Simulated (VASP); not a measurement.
Runs of VASP 6.6.1 on Zr. The structure is that of space group P6_3/mmc (No. 194), or close to it. The cells are those of the table. 

```csv
task,cell,k mesh,cutoff (eV),gap on the mesh (eV),pressure (GPa),relaxed volume (Å³/atom)
relaxation of cell and atoms,"relaxed from a = 3.184, b = 3.184, c = 5.108 Å, angles 90.0, 90.0, 120.0°, 2 atoms",18 × 18 × 8,600,none,0.0,(a)
single point,"a = 3.049, b = 3.049, c = 4.820 Å, angles 90.0, 90.0, 120.0°, 2 atoms",6 × 6 × 4,520,none,17.7,-
single point,"a = 3.184, b = 3.184, c = 5.108 Å, angles 90.0, 90.0, 120.0°, 2 atoms",6 × 6 × 4,520,none,0.0,-
relaxation of cell and atoms,"relaxed from a = 3.049, b = 3.049, c = 4.820 Å, angles 90.0, 90.0, 120.0°, 2 atoms",6 × 6 × 4,600,none,0.0,22.42
```

Alike in all rows: level PBEsol; potentials or basis VASP PAW PBE potentials, release 64 (Zr_sv); no spin polarisation; smearing gaussian 0.1 eV.

Task: Fill in the values left out.

Result: (a) 22.48.

Caveats: some runs use coarse meshes; the PAW data sets were made with another functional, which shifts forces and pressure a little; the volume moved by over 15 % at a fixed basis, so the end points are rough (some runs).

A k mesh can miss the band edges, and the runs leave out spin-orbit coupling on Zr.

A gap of «none» marks levels without a gap at the run's occupations.
